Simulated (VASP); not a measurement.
Input of a VASP 6.6.1 run:

The input POSCAR:

```
BN
1.0
    2.5439493142      0.0000000000      0.0000000000
   -1.2719746571      2.0940700578      0.0000000000
    0.0000000000      0.0000000000      4.2078167785
B N
2 2
Direct
    0.6668135239      0.3336270477      0.0006200231
    0.3331864761      0.6663729523      0.5006200231
    0.6695212158      0.3390424316      0.3743799769
    0.3304787842      0.6609575684      0.8743799769
```

INCAR.step1

```
SYSTEM = BN
ALGO = Normal
EDIFF = 1E-4
ENCUT = 520
GGA = PE
ISMEAR = 0
LASPH = .True.
LCHARG = .False.
LREAL = .False.
LWAVE = .True.
NBANDS = 16
NELM = 60
PREC = Accurate
SIGMA = 0.01
```

The input INCAR.step2:

```
SYSTEM = BN
ALGO = Normal
EDIFF = 1E-6
ENCUT = 520
ISIF = 2
ISMEAR = 0
ISTART = 1
LASPH = .True.
LCHARG = .True.
LELF = .True.
LMIXTAU = .True.
LREAL = .False.
LVHAR = .True.
LWAVE = .False.
METAGGA = R2SCAN
NBANDS = 16
NELM = 60
PREC = Accurate
SIGMA = 0.01
```

KPOINTS

```
k-points
0
Gamma
  12 12 6
  0 0 0
```

Potentials or basis: VASP PAW PBE potentials, release 64 (B, N).

Launch:

```bash
$ cat potpaw_PBE.64/B/POTCAR potpaw_PBE.64/N/POTCAR > POTCAR
$ cp INCAR.step1 INCAR
$ mpirun -np 1 vasp_std > vasp.out
$ cp INCAR.step2 INCAR
$ mpirun -np 1 vasp_std > vasp.out
```

**Question.** What does it give for the band gap on the k mesh?

**Answer.** 5.26 eV, indirect (least direct gap 8.51 eV).

**Question.** Predict the pressure.

**Answer.** 23.7 GPa.

Stress tensor (GPa, compression positive):
```
10.26  0.00  0.00
 0.00 56.57  0.00
 0.00  0.00  4.13
```

Caveat: the cell differs from its parent crystal (uniaxial y strain -5.0%); the PAW data sets were made with another functional, which shifts forces and pressure a little. A k mesh can miss the band edges.
